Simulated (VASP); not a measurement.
Here is a VASP 6.6.1 calculation.

Contents of INCAR:

```
  PREC = Accurate
  ENCUT = 520
  EDIFF = 1E-7
  ISMEAR = -1
  SIGMA = 0.1
  LREAL = F
  LASPH = T
  NELM = 60
  ALGO = Normal
  ISIF = 2
  LWAVE = F
  LCHARG = T
  GGA = PE
  LELF = T
  LVHAR = T
  NBANDS = 55
```

Contents of KPOINTS:

```
Automatic mesh
0
Gamma
  6 6 6
```

The input POSCAR:

```
Ga2O3
1.0
    2.4768716686      4.2900675739      0.0000016061
   -2.4768716686      4.2900675739      0.0000016061
   -2.4768716686      1.4300208580      4.4518285354
Ga O
4 6
Direct
    0.3558667306      0.2882665388      0.0676001918
    0.1441332694      0.7117334612      0.4323998082
    0.6441332694      0.7117334612      0.9323998082
    0.8558667306      0.2882665388      0.5676001918
    0.5531757768      0.1968242232      0.7500000000
    0.2500000000      0.8031757768      0.7500000000
    0.9468242232      0.5000000000      0.7500000000
    0.4468242232      0.8031757768      0.2500000000
    0.7500000000      0.1968242232      0.2500000000
    0.0531757768      0.5000000000      0.2500000000
```

Potentials or basis: VASP PAW PBE potentials, release 64 (Ga_d, O).

The run is started by

```bash
$ cat potpaw_PBE.64/Ga_d/POTCAR potpaw_PBE.64/O/POTCAR > POTCAR
$ mpirun -np 1 vasp_std > vasp.out
```

Q: Predict the largest force.

A: 0.012 eV/Å.

Q: Estimate the band gap on the k mesh.

A: 3.05 eV (least direct gap 3.31 eV).

Q: What does it give for the pressure?

A: 15.2 GPa.

Stress tensor (GPa, compression positive):
```
15.94  0.00  0.00
 0.00 15.94  0.00
 0.00  0.00 13.75
```

Caveat: the cell stands under pressure. Expect the measured gap to be larger: semilocal functionals such as PBE lack the derivative discontinuity.
